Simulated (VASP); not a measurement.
# MgO (Pm-3m) in VASP: a series of runs

Runs on MgO. Level: PBE. Tasks: single point.

Everything below comes from runs of VASP 6.6.1. Logs are shortened: lines on timing, memory, paths and dates and some standing lists are left out, and cuts for length are marked.

**1. The cell of the first run**

It takes space group Pm-3m (No. 221, cubic). The conventional cell has a = 2.623 Å, b = 2.623 Å, c = 2.623 Å, α = 90.00°, β = 90.00°, γ = 90.00°. Mg (site symmetry m-3m) has 8 O at 2.27 Å and 6 Mg at 2.62 Å within 3.0 Å. Within 3.0 Å of O (site symmetry m-3m) lie 8 Mg at 2.27 Å and 6 O at 2.62 Å.

**2. Single point, PBE**

INCAR reads:

```
SYSTEM = MgO
ALGO = Normal ; EDIFF = 1E-6
ENCUT = 520 ; GGA = PE
ISIF = 2 ; ISMEAR = 0
LASPH = .True. ; LCHARG = .False.
LREAL = .False. ; LWAVE = .False.
NBANDS = 11 ; NELM = 100
PREC = Accurate ; SIGMA = 0.01
```

KPOINTS reads:

```
k-points
0
Gamma
  6 6 6
  0 0 0
```

POSCAR reads:

```
MgO
1.0
    2.6233491265      0.0000000000      0.0000000000
    0.0000000000      2.6233491265      0.0000000000
    0.0000000000      0.0000000000      2.6233491265
Mg O
1 1
Direct
    0.0000000000      0.0000000000      0.0000000000
    0.5000000000      0.5000000000      0.5000000000
```

Potentials or basis: VASP PAW PBE potentials, release 64 (Mg, O).

Launch:

```bash
> cat potpaw_PBE.64/Mg/POTCAR potpaw_PBE.64/O/POTCAR > POTCAR
> mpirun -np 1 vasp_std > vasp.out
```

OUTCAR:

```text
SYSTEM = MgO
   EDIFF = 1E-6
   ENCUT = 520
   GGA = PE
   ISIF = 2
   ISMEAR = 0
   LASPH = .True.
   LREAL = .False.
   NELM = 100
   PREC = Accurate

 ion  position               nearest neighbor table
   1  0.000  0.000  0.000-   2 2.27   2 2.27   2 2.27   2 2.27   2 2.27   2 2.27   2 2.27   2 2.27

   2  0.500  0.500  0.500-   1 2.27   1 2.27   1 2.27   1 2.27   1 2.27   1 2.27   1 2.27   1 2.27

  LATTYP: Found a simple cubic cell.
 ALAT       =     2.6233491265

  Lattice vectors:

 A1 = (   2.6233491265,   0.0000000000,   0.0000000000)
 A2 = (   0.0000000000,   2.6233491265,   0.0000000000)
 A3 = (   0.0000000000,   0.0000000000,   2.6233491265)

Analysis of symmetry for initial positions (statically):
=====================================================================
 Subroutine PRICEL returns:
 Original cell was already a primitive cell.

 Routine SETGRP: Setting up the symmetry group for a
 simple cubic supercell.

 Subroutine GETGRP returns: Found 48 space group operations
 (whereof 48 operations were pure point group operations)
 out of a pool of 48 trial point group operations.

The static configuration has the point symmetry O_h .

Analysis of symmetry for dynamics (positions and initial velocities):
=====================================================================
 Subroutine PRICEL returns:
 Original cell was already a primitive cell.

 Routine SETGRP: Setting up the symmetry group for a
 simple cubic supercell.

 Subroutine GETGRP returns: Found 48 space group operations
 (whereof 48 operations were pure point group operations)
 out of a pool of 48 trial point group operations.

The dynamic configuration has the point symmetry O_h .

 Subroutine INISYM returns: Found 48 space group operations
 (whereof 48 operations are pure point group operations),
 and found     1 'primitive' translations

----------------------------------------------------------------------------------------

                                     Primitive cell

  volume of cell :      18.0538

  direct lattice vectors                    reciprocal lattice vectors
     2.623349126  0.000000000  0.000000000     0.381192114  0.000000000  0.000000000
     0.000000000  2.623349126  0.000000000     0.000000000  0.381192114  0.000000000
     0.000000000  0.000000000  2.623349126     0.000000000  0.000000000  0.381192114

  length of vectors
     2.623349126  2.623349126  2.623349126     0.381192114  0.381192114  0.381192114
[... 83 lines left out ...]
   ISYM   =      2    0-nonsym 1-usesym 2-fastsym
   POTIM  = 0.5000    time-step for ionic-motion
   TEBEG  =    0.0;   TEEND  =   0.0 temperature during run
   PSTRESS=    0.0 pullay stress
   NELECT =       8.0000    total number of electrons
   NUPDOWN=      -1.0000    fix difference up-down
   EMIN   =  10.00;   EMAX   =-10.00  energy-range for DOS
   EFERMI =   0.00;   METHOD = LEGACY
   ISMEAR =     0;   SIGMA  =   0.01  broadening in eV -4-tet -1-fermi 0-gaus
   EFERMI_NEDOS =   21; number of points for ismear=-14 and -15
   IALGO  =     38    algorithm
   IMIX   =      4    mixing-type and parameters
     AMIX     =   0.40;   BMIX     =  1.00
     AMIX_MAG =   1.60;   BMIX_MAG =  1.00
  volume/ion in A,a.u.               =       9.03        60.92
  Fermi-wavevector in a.u.,A,eV,Ry     =   1.248098  2.358563 21.194461  1.557749
  Thomas-Fermi vector in A             =   2.382200
   LORBIT       =      0    0 simple, 1 ext, 2 COOP (PROOUT), +10 PAW based schemes
   GGA     = PE    functional components
   LHFCALC =     F    Hartree Fock is set to
   AEXX    =    0.0000 exact exchange contribution
   IVDW    =     0    specifies the selected vdW correction
   LEPSILON=     F    determine dielectric tensor
   LRPA    =     F    only Hartree local field effects (RPA)
 non-spin polarized calculation
 Gauss-broadening in eV      SIGMA  =   0.01
  energy-cutoff  :      520.00
  volume of cell :       18.05
 maximum number of plane-waves:       500
 NGX is ok and might be reduce to    20
   NGX =  9   NGY =  9   NGZ =  9

 number of electron       7.9999999 magnetization

 Free energy of the ion-electron system (eV)
  ---------------------------------------------------
  ext. energy  EPLUGINS =         0.00000000
  ---------------------------------------------------
  free energy    TOTEN  =       -10.38620833 eV

  energy without entropy =      -10.38620833  energy(sigma->0) =      -10.38620833

 E-fermi :   5.2905     XC(G=0): -11.3655

 val. band max:        5.1262751971   @ k =   0.5000   0.5000   0.0000
 cond. band min:       7.7436418654   @ k =   0.0000   0.0000   0.0000
 fundamental gap:      2.6173666683
 Fermi energy:         5.2904573043

 k-point     1 :       0.0000    0.0000    0.0000
  band No.  band energies     occupation
      1     -13.4657      2.00000
      2       4.1059      2.00000
      3       4.1059      2.00000
      4       4.1059      2.00000
      5       7.7436      0.00000
      6      15.5938      0.00000
      7      15.5938      0.00000
      8      25.6107      0.00000
      9      25.6107      0.00000
     10      25.6107      0.00000
     11      32.7792      0.00000
[... 253 lines left out ...]
 k-point    20 :       0.5000    0.5000    0.5000
  band No.  band energies     occupation
      1     -10.4730      2.00000
      2       1.4523      2.00000
      3       1.4523      2.00000
      4       1.4523      2.00000
      5      12.6565      0.00000
      6      12.6565      0.00000
      7      12.6565      0.00000
      8      21.6283      0.00000
      9      24.0913      0.00000
     10      24.0913      0.00000
     11      24.0913      0.00000

------------------------ aborting loop because EDIFF is reached ----------------------------------------

  FORCE on cell =-STRESS in cart. coord.  units (eV):
  Direction    XX          YY          ZZ          XY          YZ          ZX
  --------------------------------------------------------------------------------------
  -------------------------------------------------------------------------------------
  Total        0.6155459      0.6155459      0.6155459      0.0000000      0.0000000     -0.0000000
  in kB       54.6264205     54.6264205     54.6264205      0.0000000      0.0000000     -0.0000000
  external PRESSURE =      54.6264205 kB  Pullay stress =       0.0000000 kB

 VOLUME and BASIS-vectors are now :
 -----------------------------------------------------------------------------
  energy-cutoff  :      520.00
  volume of cell :       18.05
      direct lattice vectors                 reciprocal lattice vectors
     2.623349126  0.000000000  0.000000000     0.381192114  0.000000000  0.000000000
     0.000000000  2.623349126  0.000000000     0.000000000  0.381192114  0.000000000
     0.000000000  0.000000000  2.623349126     0.000000000  0.000000000  0.381192114

 POSITION                                       TOTAL-FORCE (eV/Angst)
 -----------------------------------------------------------------------------------
      0.00000      0.00000      0.00000         0.000000      0.000000      0.000000
      1.31167      1.31167      1.31167         0.000000      0.000000      0.000000
 -----------------------------------------------------------------------------------
    total drift:                                0.000000      0.000000      0.000000

  FREE ENERGIE OF THE ION-ELECTRON SYSTEM (eV)
  ---------------------------------------------------
  free  energy   TOTEN  =       -10.3862083307 eV

  energy  without entropy=      -10.3862083307  energy(sigma->0) =      -10.38620833
```

OSZICAR:

```text
N       E                     dE             d eps       ncg     rms          rms(c)
DAV:   1     0.153963287976E+02    0.15396E+02   -0.46336E+03   512   0.648E+02
DAV:   2    -0.114083154087E+02   -0.26805E+02   -0.26213E+02   506   0.133E+02
DAV:   3    -0.120372807703E+02   -0.62897E+00   -0.62859E+00   508   0.175E+01
DAV:   4    -0.120386456167E+02   -0.13648E-02   -0.13648E-02   464   0.936E-01
DAV:   5    -0.120386493012E+02   -0.36845E-05   -0.36844E-05   505   0.484E-02    0.705E+00
DAV:   6    -0.104518635467E+02    0.15868E+01   -0.84221E+00   446   0.159E+01    0.218E+00
DAV:   7    -0.104125951520E+02    0.39268E-01   -0.64092E-02   461   0.218E+00    0.131E+00
DAV:   8    -0.103865581220E+02    0.26037E-01   -0.37548E-02   467   0.197E+00    0.234E-01
DAV:   9    -0.103862942985E+02    0.26382E-03   -0.31418E-04   467   0.132E-01    0.152E-01
DAV:  10    -0.103862102706E+02    0.84028E-04   -0.30432E-04   458   0.148E-01    0.969E-03
DAV:  11    -0.103862084277E+02    0.18430E-05   -0.70245E-06   479   0.168E-02    0.300E-03
DAV:  12    -0.103862083307E+02    0.96929E-07   -0.17660E-07   241   0.409E-03
   1 F= -.10386208E+02 E0= -.10386208E+02  d E =-.670958-121
```

It took 2.9 s on 1 thread of Intel Xeon 6975P-C, shared host; peak memory 0.12 GiB.

Results:

* Free energy: -10.3862 eV
* Pressure: 5.5 GPa
* Band gap on the k mesh: 2.62 eV, indirect (least direct gap 3.64 eV)

Levels at points of the mesh, in eV from the valence-band top:
```tsv
k point	band 2	band 3	band 4	band 5	band 6	band 7
(0.00, 0.00, 0.00)	-1.02	-1.02	-1.02	2.62	10.47	10.47
(0.50, 0.00, 0.00)	-6.57	-0.57	-0.57	7.11	9.55	14.60
(0.50, 0.50, 0.00)	-4.76	-4.76	0.00	4.99	12.30	12.30
(0.50, 0.50, 0.50)	-3.67	-3.67	-3.67	7.53	7.53	7.53
```

A k mesh can miss the band edges.

**3. Single point, PBE (volume changed by -5%)**

INCAR reads:

```
PREC     = Accurate       # precision mode
ENCUT    = 520            # plane-wave cutoff, eV
EDIFF    = 1E-6           # SCF threshold, eV
ISMEAR   = 0              # smearing method
SIGMA    = 0.01           # smearing width, eV
LREAL    = F              # projectors in reciprocal space
LASPH    = T              # aspherical terms in the spheres
NELM     = 80             # most SCF steps
ALGO     = Normal         # electronic algorithm
ISIF     = 2              # what is computed and relaxed
LWAVE    = F              # write WAVECAR
LCHARG   = T              # write CHGCAR
GGA      = PE             # functional
LELF     = T              # ELF
LVHAR    = T            
NBANDS   = 11             # bands
```

KPOINTS reads:

```
Automatic mesh
0
Gamma
  6 6 6
```

POSCAR reads:

```
MgO
1.0
    2.5788769906      0.0000000000      0.0000000000
    0.0000000000      2.5788769906      0.0000000000
    0.0000000000      0.0000000000      2.5788769906
Mg O
1 1
Direct
    0.0000000000      0.0000000000      0.0000000000
    0.5000000000      0.5000000000      0.5000000000
```

Potentials or basis: VASP PAW PBE potentials, release 64 (Mg, O).

Launch:

```bash
> cat potpaw_PBE.64/Mg/POTCAR potpaw_PBE.64/O/POTCAR > POTCAR
> mpirun -np 1 vasp_std > vasp.out
```

OUTCAR:

```text
PREC = Accurate
   ENCUT = 520
   EDIFF = 1E-6
   ISMEAR = 0
   LREAL = F
   LASPH = T
   NELM = 80
   ISIF = 2
   GGA = PE

 ion  position               nearest neighbor table
   1  0.000  0.000  0.000-   2 2.23   2 2.23   2 2.23   2 2.23   2 2.23   2 2.23   2 2.23   2 2.23

   2  0.500  0.500  0.500-   1 2.23   1 2.23   1 2.23   1 2.23   1 2.23   1 2.23   1 2.23   1 2.23

  LATTYP: Found a simple cubic cell.
 ALAT       =     2.5788769906

  Lattice vectors:

 A1 = (   2.5788769906,   0.0000000000,   0.0000000000)
 A2 = (   0.0000000000,   2.5788769906,   0.0000000000)
 A3 = (   0.0000000000,   0.0000000000,   2.5788769906)

Analysis of symmetry for initial positions (statically):
=====================================================================
 Subroutine PRICEL returns:
 Original cell was already a primitive cell.

 Routine SETGRP: Setting up the symmetry group for a
 simple cubic supercell.

 Subroutine GETGRP returns: Found 48 space group operations
 (whereof 48 operations were pure point group operations)
 out of a pool of 48 trial point group operations.

[... 167 lines left out ...]
      1     -13.3409      2.00000
      2       4.5372      2.00000
      3       4.5372      2.00000
      4       4.5372      2.00000
      5       8.7304      0.00000
      6      16.1781      0.00000
      7      16.1781      0.00000
      8      26.9650      0.00000
      9      26.9650      0.00000
     10      26.9650      0.00000
     11      33.9666      0.00000
[... 253 lines left out ...]
 k-point    20 :       0.5000    0.5000    0.5000
  band No.  band energies     occupation
      1     -10.0430      2.00000
      2       1.6917      2.00000
      3       1.6917      2.00000
      4       1.6917      2.00000
      5      13.3751      0.00000
      6      13.3751      0.00000
      7      13.3751      0.00000
      8      23.0884      0.00000
      9      25.2571      0.00000
     10      25.2571      0.00000
     11      25.2571      0.00000

------------------------ aborting loop because EDIFF is reached ----------------------------------------

  FORCE on cell =-STRESS in cart. coord.  units (eV):
  Direction    XX          YY          ZZ          XY          YZ          ZX
  --------------------------------------------------------------------------------------
  -------------------------------------------------------------------------------------
  Total        1.5770135      1.5770135      1.5770135      0.0000000      0.0000000     -0.0000000
  in kB      147.3174240    147.3174240    147.3174240      0.0000000      0.0000000     -0.0000000
  external PRESSURE =     147.3174240 kB  Pullay stress =       0.0000000 kB

 VOLUME and BASIS-vectors are now :
 -----------------------------------------------------------------------------
  energy-cutoff  :      520.00
  volume of cell :       17.15
      direct lattice vectors                 reciprocal lattice vectors
     2.578876991  0.000000000  0.000000000     0.387765684  0.000000000  0.000000000
     0.000000000  2.578876991  0.000000000     0.000000000  0.387765684  0.000000000
     0.000000000  0.000000000  2.578876991     0.000000000  0.000000000  0.387765684

 POSITION                                       TOTAL-FORCE (eV/Angst)
 -----------------------------------------------------------------------------------
      0.00000      0.00000      0.00000         0.000000      0.000000      0.000000
      1.28944      1.28944      1.28944         0.000000      0.000000      0.000000
 -----------------------------------------------------------------------------------
    total drift:                                0.000000      0.000000      0.000000

  FREE ENERGIE OF THE ION-ELECTRON SYSTEM (eV)
  ---------------------------------------------------
  free  energy   TOTEN  =       -10.3292846572 eV

  energy  without entropy=      -10.3292846572  energy(sigma->0) =      -10.32928466
```

stdout:

```text
POSCAR found type information on POSCAR MgO
 POSCAR found :  2 types and       2 ions
 scaLAPACK will be used
 LDA part: xc-table for (Slater+PW92), standard interpolation
 POSCAR, INCAR and KPOINTS ok, starting setup
 FFT: planning ... GRIDC
 FFT: planning ... GRID_SOFT
 FFT: planning ... GRID
 WAVECAR not read
 entering main loop
```

It took 3.1 s on 1 thread of Intel Xeon 6975P-C, shared host; peak memory 0.12 GiB.

Results:

```
Free energy            : -10.3293 eV
Pressure               : 14.7 GPa
Band gap on the k mesh : 3.11 eV, indirect (least direct gap 4.19 eV)
```

 A k mesh can miss the band edges.

**4. Single point, PBE (volume changed by +5%)**

INCAR reads:

```
SYSTEM = MgO
PREC = Accurate
ENCUT = 520
EDIFF = 1E-6
ISMEAR = 0
SIGMA = 0.01
LREAL = .False.
LASPH = .True.
NELM = 100
ALGO = Normal
ISIF = 2
LWAVE = .False.
LCHARG = .True.
GGA = PE
LELF = .True.
LVHAR = .True.
NBANDS = 11
```

KPOINTS reads:

```
Automatic mesh
0
Gamma
  6 6 6
  0 0 0
```

POSCAR reads:

```
MgO
1.0
    2.6663624949      0.0000000000      0.0000000000
    0.0000000000      2.6663624949      0.0000000000
    0.0000000000      0.0000000000      2.6663624949
Mg O
1 1
Direct
    0.0000000000      0.0000000000      0.0000000000
    0.5000000000      0.5000000000      0.5000000000
```

Launch:

```bash
> cat potpaw_PBE.64/Mg/POTCAR potpaw_PBE.64/O/POTCAR > POTCAR
> mpirun -np 1 vasp_std > vasp.out
```

Wall time 3.1 s (1 thread of Intel Xeon 6975P-C, shared host); peak memory 0.13 GiB.

The run converged. Its results:

```yaml
Free_energy: -10.3969 eV
Pressure: -1.8 GPa
Band_gap_on_the_k_mesh: 2.18 eV, indirect (least direct gap 3.15 eV)
```

Levels at points of the mesh, in eV from the valence-band top:
```csv
k point,band 1,band 2,band 3,band 4,band 5,band 6,band 7,band 8
"(0.00, 0.00, 0.00)",-18.27,-0.97,-0.97,-0.97,2.18,10.37,10.37,19.69
"(0.50, 0.00, 0.00)",-17.13,-6.28,-0.53,-0.53,6.70,9.03,14.33,17.23
"(0.50, 0.50, 0.00)",-16.32,-4.52,-4.52,0.00,4.80,11.78,11.78,13.05
"(0.50, 0.50, 0.50)",-15.54,-3.45,-3.45,-3.45,7.32,7.32,7.32,15.62
```

 A k mesh can miss the band edges.

**5. Summary**

| cell | gap on the mesh (eV) | pressure (GPa) |
| --- | --- | --- |
| a = 2.623 Å, 2 atoms | 2.62 | 5.5 |
| a = 2.579 Å, 2 atoms | 3.11 | 14.7 |
| a = 2.666 Å, 2 atoms | 2.18 | -1.8 |

Alike in all rows: task single point; level PBE; potentials or basis VASP PAW PBE potentials, release 64 (Mg, O); no spin polarisation; k mesh 6 × 6 × 6; cutoff (eV) 520; smearing gaussian 0.01 eV.

Absolute energies hang on the potentials; compare differences alone.
